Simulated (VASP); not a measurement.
PbSe (Clausthalite): single point with HSE06

Crystal: PbSe (Clausthalite).

```
Pb Se
1.0
     0.00000    3.06969    3.06969
     3.06969    0.00000    3.06969
     3.06969    3.06969    0.00000
Pb Se
1 1
Direct
  0.00000 0.00000 0.00000
  0.50000 0.50000 0.50000
```

```yaml
Program: VASP 6.6.1
Task: single point
Functional: HSE06
Potentials_or_basis: VASP PAW PBE potentials, release 64 (Pb_d, Se)
Cutoff: 520 eV
k_mesh: 2 × 2 × 2
Occupations: gaussian, width 0.01 eV
Spin: no spin polarisation
```

```json
{
  "Pressure": "8.1 GPa",
  "Band gap on the k mesh": "0.85 eV, direct"
}
```

Levels at points of the mesh, in eV from the valence-band top:
```tsv
k point	band 6	band 7	band 8	band 9	band 10	band 11	band 12	band 13	band 14	band 15
(0.00, 0.00, 0.00)	-14.66	-6.71	-1.99	-1.99	-1.99	5.40	5.40	5.40	7.21	7.21
(0.50, 0.00, 0.00)	-13.37	-9.68	-1.54	-1.54	0.00	0.85	2.17	2.17	9.41	11.01
(0.50, 0.50, 0.00)	-12.99	-8.09	-5.36	-3.47	-3.47	4.25	6.46	6.46	7.06	12.28
```

It took 60 s on 1 thread of Intel(R) Xeon(R) Platinum 8375C CPU @ 2.90GHz (Ice Lake), on a shared host, peak memory 0.29 GiB.

Caveat: the k points lie up to 0.89 Å⁻¹ apart; the PAW data sets were made with another functional, which shifts forces and pressure a little; spin-orbit coupling is left out, which moves the levels of the heavy elements. A k mesh can miss the band edges.
